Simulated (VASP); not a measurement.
Here is a VASP 6.6.1 calculation.

Contents of INCAR:

```
SYSTEM = C
PREC = Accurate
ENCUT = 520
EDIFF = 1E-6
ISMEAR = 0
SIGMA = 0.05
LREAL = .FALSE.
LASPH = .TRUE.
NELM = 60
ALGO = Normal
ISIF = 2
LWAVE = .FALSE.
LCHARG = .TRUE.
LELF = .TRUE.
LVHAR = .TRUE.
NBANDS = 11
```

File KPOINTS:

```
regular mesh
0
G
  12 12 12
  0 0 0
```

File POSCAR:

```
C
1.0
    0.0000000000      1.8190500568      1.8634348782
    1.8190500568      0.0000000000      1.8634348782
    1.8190500568      1.8190500568      0.0000000000
C
2
Direct
    0.5000000000      0.5000000000      0.5000000000
    0.7500000000      0.7500000000      0.7500000000
```

Potentials or basis: VASP PAW LDA potentials, release 64 (C).

Command:

```console
$ cat potpaw_LDA.64/C/POTCAR > POTCAR
$ mpirun -np 1 vasp_std > vasp.out
```

Q: Estimate the band gap on the k mesh.

A: 3.63 eV, indirect (least direct gap 5.10 eV).

Q: What does it give for the pressure?

A: -41.8 GPa.

Stress tensor (GPa, compression positive):
```
-34.88   0.00   0.00
  0.00 -34.88   0.00
  0.00   0.00 -55.71
```

 A k mesh can miss the band edges.
